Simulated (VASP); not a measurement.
Here is a VASP 6.6.1 calculation.

Contents of INCAR:

```
ALGO     = Normal         # electronic algorithm
EDIFF    = 1E-6           # SCF threshold, eV
ENCUT    = 520            # plane-wave cutoff, eV
GGA      = PE             # functional
ISIF     = 2              # what is computed and relaxed
ISMEAR   = 0              # smearing method
LASPH    = True           # aspherical terms in the spheres
LCHARG   = False          # write CHGCAR
LREAL    = False          # projectors in reciprocal space
LWAVE    = False          # write WAVECAR
NBANDS   = 12             # bands
NELM     = 60             # most SCF steps
PREC     = Accurate       # precision mode
SIGMA    = 0.025          # smearing width, eV
```

The input KPOINTS:

```
k-points
0
Gamma
  11 11 11
```

POSCAR

```
In
1.0
   -1.6254700000      1.6254700000      2.4737000000
    1.6254700000     -1.6254700000      2.4737000000
    1.6254700000      1.6254700000     -2.4737000000
In
1
Direct
    0.0000000000      0.0000000000      0.0000000000
```

Potentials or basis: VASP PAW PBE potentials, release 64 (In_d).

Run with:

```sh
$ cat potpaw_PBE.64/In_d/POTCAR > POTCAR
$ mpirun -np 1 vasp_std > vasp.out
```

Question: What does it give for the pressure?

Answer: 2.0 GPa.

Stress tensor (GPa, compression positive):
```
2.17 0.00 0.00
0.00 2.17 0.00
0.00 0.00 1.55
```
